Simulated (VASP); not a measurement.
Mo, 1 atom in the cell. Symmetry: Im-3m, No. 229, cubic system. The conventional cell has a = 3.161 Å, b = 3.161 Å, c = 3.161 Å, α = 90.00°, β = 90.00°, γ = 90.00°. Mo (site symmetry m-3m) has 14 Mo at 2.74 to 3.16 Å within 3.6 Å. 

| Item | Value |
| --- | --- |
| Program | VASP 6.6.1 |
| Task | single point |
| Functional | PBE |
| Potentials or basis | VASP PAW PBE potentials, release 64 (Mo_sv) |
| Cutoff | 520 eV |
| k mesh | 36 × 36 × 36 |
| Occupations | methfessel-paxton, width 0.1 eV |
| Spin | no spin polarisation |
| Dipole correction | no |
| Further INCAR settings | ALGO = Normal; EDIFF = 1e-06; NBANDS = 13 |

Potentials or basis: VASP PAW PBE potentials, release 64 (Mo_sv).

The run is started by

```sh
$ cat potpaw_PBE.64/Mo_sv/POTCAR > POTCAR
$ mpirun -np 1 vasp_std > vasp.out
```

Hardware: 1 thread of Intel Xeon 8259CL (shared host).

Task: Estimate the wall time of this run.

Result: It took 3.5 min on 1 thread of Intel Xeon 8259CL (shared host), peak memory 0.33 GiB. Counts: scf iterations 11, k points 1240.
